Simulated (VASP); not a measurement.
# As (Im-3m) in VASP: single point with LDA

Aim: the single point of As with LDA.

All numbers are computed with VASP 6.6.1; they aren't measurements. Logs are shortened: lines on timing, memory, paths and dates and some standing lists are left out, and cuts for length are marked.

## 1. The cell of the first run

It takes space group Im-3m (No. 229, cubic). Conventional cell: a = 3.294 Å, b = 3.294 Å, c = 3.294 Å, α = 90.00°, β = 90.00°, γ = 90.00°. Within 3.8 Å of As (site symmetry m-3m) lie 14 As at 2.85 to 3.29 Å.

## 2. Single point, LDA

Contents of INCAR:

```
PREC = Accurate
ENCUT = 520
EDIFF = 1E-6
ISMEAR = -1
SIGMA = 0.08
LREAL = F
LASPH = T
NELM = 60
ALGO = Normal
ISIF = 2
LWAVE = F
LCHARG = F
GGA = CA
NBANDS = 8
```

Contents of KPOINTS:

```
regular mesh
0
Gamma
  18 18 18
```

Contents of POSCAR:

```
As
1.0
   -1.6469586034      1.6469586034      1.6469586034
    1.6469586034     -1.6469586034      1.6469586034
    1.6469586034      1.6469586034     -1.6469586034
As
1
Direct
    0.0000000000      0.0000000000      0.0000000000
```

Potentials or basis: VASP PAW LDA potentials, release 64 (As).

Run with:

```sh
cat potpaw_LDA.64/As/POTCAR > POTCAR
mpirun -np 1 vasp_std > vasp.out
```

OUTCAR:

```text
PREC = Accurate
   ENCUT = 520
   EDIFF = 1E-6
   ISMEAR = -1
   LREAL = F
   LASPH = T
   NELM = 60
   ISIF = 2
   GGA = CA

 ion  position               nearest neighbor table
   1  0.000  0.000  0.000-

  LATTYP: Found a body centered cubic cell.
 ALAT       =     3.2939172068

  Lattice vectors:

 A1 = (  -1.6469586034,   1.6469586034,   1.6469586034)
 A2 = (   1.6469586034,  -1.6469586034,   1.6469586034)
 A3 = (   1.6469586034,   1.6469586034,  -1.6469586034)

Analysis of symmetry for initial positions (statically):
=====================================================================
 Subroutine PRICEL returns:
 Original cell was already a primitive cell.

 Routine SETGRP: Setting up the symmetry group for a
 body centered cubic supercell.

 Subroutine GETGRP returns: Found 48 space group operations
 (whereof 48 operations were pure point group operations)
 out of a pool of 48 trial point group operations.

The static configuration has the point symmetry O_h .

Analysis of symmetry for dynamics (positions and initial velocities):
=====================================================================
 Subroutine PRICEL returns:
 Original cell was already a primitive cell.

 Routine SETGRP: Setting up the symmetry group for a
 body centered cubic supercell.

 Subroutine GETGRP returns: Found 48 space group operations
 (whereof 48 operations were pure point group operations)
 out of a pool of 48 trial point group operations.

The dynamic configuration has the point symmetry O_h .

 Subroutine INISYM returns: Found 48 space group operations
 (whereof 48 operations are pure point group operations),
 and found     1 'primitive' translations

----------------------------------------------------------------------------------------

                                     Primitive cell

  volume of cell :      17.8693

  direct lattice vectors                    reciprocal lattice vectors
    -1.646958603  1.646958603  1.646958603     0.000000000  0.303589901  0.303589901
     1.646958603 -1.646958603  1.646958603     0.303589901  0.000000000  0.303589901
     1.646958603  1.646958603 -1.646958603     0.303589901  0.303589901  0.000000000

  length of vectors
     2.852615979  2.852615979  2.852615979     0.429340956  0.429340956  0.429340956

  position of ions in fractional coordinates (direct lattice)
     0.000000000  0.000000000  0.000000000

  ion indices of the primitive-cell ions
   primitive index   ion index
                 1           1

----------------------------------------------------------------------------------------
[... 63 lines left out ...]
   ICHARG =      2    charge: 1-file 2-atom 10-const
   ISPIN  =      1    spin polarized calculation?
   LNONCOLLINEAR =      F non collinear calculations
   LSORBIT =      F    spin-orbit coupling
   LASPH  =      T    aspherical Exc in radial PAW
   ENCUT  =  520.0 eV  38.22 Ry    6.18 a.u.   5.30  5.30  5.30*2*pi/ulx,y,z
   NELM   =     60;   NELMIN=  2; NELMDL= -5     # of ELM steps
   EDIFF  = 0.1E-05   stopping-criterion for ELM
   LREAL  =      F    real-space projection
[... 7 lines left out ...]
   TEBEG  =    0.0;   TEEND  =   0.0 temperature during run
   PSTRESS=    0.0 pullay stress
   NELECT =       5.0000    total number of electrons
   NUPDOWN=      -1.0000    fix difference up-down
   EMIN   =  10.00;   EMAX   =-10.00  energy-range for DOS
   EFERMI =   0.00;   METHOD = LEGACY
   ISMEAR =    -1;   SIGMA  =   0.08  broadening in eV -4-tet -1-fermi 0-gaus
   EFERMI_NEDOS =   21; number of points for ismear=-14 and -15
   IALGO  =     38    algorithm
   IMIX   =      4    mixing-type and parameters
     AMIX     =   0.40;   BMIX     =  1.00
     AMIX_MAG =   1.60;   BMIX_MAG =  1.00
  volume/ion in A,a.u.               =      17.87       120.59
  Fermi-wavevector in a.u.,A,eV,Ry     =   1.070768  2.023459 15.599687  1.146545
  Thomas-Fermi vector in A             =   2.206488
   LORBIT       =      0    0 simple, 1 ext, 2 COOP (PROOUT), +10 PAW based schemes
   GGA     = CA    functional components
   LHFCALC =     F    Hartree Fock is set to
   AEXX    =    0.0000 exact exchange contribution
   IVDW    =     0    specifies the selected vdW correction
   LEPSILON=     F    determine dielectric tensor
   LRPA    =     F    only Hartree local field effects (RPA)
 non-spin polarized calculation
  energy-cutoff  :      520.00
  volume of cell :       17.87
 maximum number of plane-waves:       496
 NGX is ok and might be reduce to    24
   NGX = 11   NGY = 11   NGZ = 11

 number of electron       5.0000001 magnetization

 Free energy of the ion-electron system (eV)
  ---------------------------------------------------
  ext. energy  EPLUGINS =         0.00000000
  ---------------------------------------------------
  free energy    TOTEN  =        -5.01298719 eV

  energy without entropy =       -5.00337354  energy(sigma->0) =       -5.00818036

 E-fermi :   7.2107     XC(G=0): -11.1637

 val. band max:        7.1432061301   @ k =  -0.3889   0.3889   0.2222
 cond. band min:       7.2112940433   @ k =   0.3333   0.2222   0.1111
 fundamental gap:      0.0680879132
 Fermi energy:         7.2107487286

 k-point     1 :       0.0000    0.0000    0.0000
  band No.  band energies     occupation
      1      -8.4023      2.00000
      2      13.5802      0.00000
      3      13.5802      0.00000
      4      13.5802      0.00000
      5      20.6476      0.00000
      6      20.6476      0.00000
      7      20.6476      0.00000
      8      23.0044      0.00000
[... 243 lines left out ...]
 k-point    24 :       0.3889    0.1111    0.0000
  band No.  band energies     occupation
      1      -3.5083      2.00000
      2       1.1609      2.00000
      3       7.9000      0.00036
      4      10.9144      0.00000
      5      16.1466      0.00000
      6      18.1839      0.00000
      7      23.6523      0.00000
      8      26.3208      0.00000

 [... further k-points ...]
[... 5 lines left out ...]
  --------------------------------------------------------------------------------------
  -------------------------------------------------------------------------------------
  Total        0.0334211      0.0334211      0.0334211      0.0000000      0.0000000     -0.0000000
  in kB        2.9965630      2.9965630      2.9965630      0.0000000      0.0000000     -0.0000000
  external PRESSURE =       2.9965630 kB  Pullay stress =       0.0000000 kB

 VOLUME and BASIS-vectors are now :
 -----------------------------------------------------------------------------
  energy-cutoff  :      520.00
  volume of cell :       17.87
      direct lattice vectors                 reciprocal lattice vectors
    -1.646958603  1.646958603  1.646958603     0.000000000  0.303589901  0.303589901
     1.646958603 -1.646958603  1.646958603     0.303589901  0.000000000  0.303589901
     1.646958603  1.646958603 -1.646958603     0.303589901  0.303589901  0.000000000

 POSITION                                       TOTAL-FORCE (eV/Angst)
 -----------------------------------------------------------------------------------
      0.00000      0.00000      0.00000        -0.000000      0.000000      0.000000
 -----------------------------------------------------------------------------------
    total drift:                                0.000000     -0.000000     -0.000000

  FREE ENERGIE OF THE ION-ELECTRON SYSTEM (eV)
  ---------------------------------------------------
  free  energy   TOTEN  =        -5.0129871877 eV

  energy  without entropy=       -5.0033735417  energy(sigma->0) =       -5.00818036
```

stdout:

```text
POSCAR found type information on POSCAR As
 POSCAR found :  1 types and       1 ions
 scaLAPACK will be used
 LDA part: xc-table for (Slater(with rela. corr.)+CA(PZ))
 , standard interpolation
 POSCAR, INCAR and KPOINTS ok, starting setup
 FFT: planning ... GRIDC
 FFT: planning ... GRID_SOFT
 FFT: planning ... GRID
 WAVECAR not read
 entering main loop
```

Run time: 8.6 s. Hardware: 1 thread of Intel Xeon 6975P-C, shared host; peak memory 0.14 GiB.

What came out:

| Quantity | Value |
| --- | --- |
| Free energy | -5.0130 eV |
| Pressure | 0.3 GPa |

Levels at points of the mesh, in eV from the Fermi level:
```
           k point  band 1  band 2  band 3  band 4  band 5  band 6  band 7  band 8
(0.00, 0.00, 0.00)  -15.61    6.37    6.37    6.37   13.44   13.44   13.44   15.79
(0.50, 0.00, 0.00)  -10.46   -6.90    2.10    4.62    8.04    8.65   18.67   20.11
(0.50, 0.50, 0.50)   -6.39   -2.35   -2.35   -2.35    3.60    3.60   24.77   24.77
```
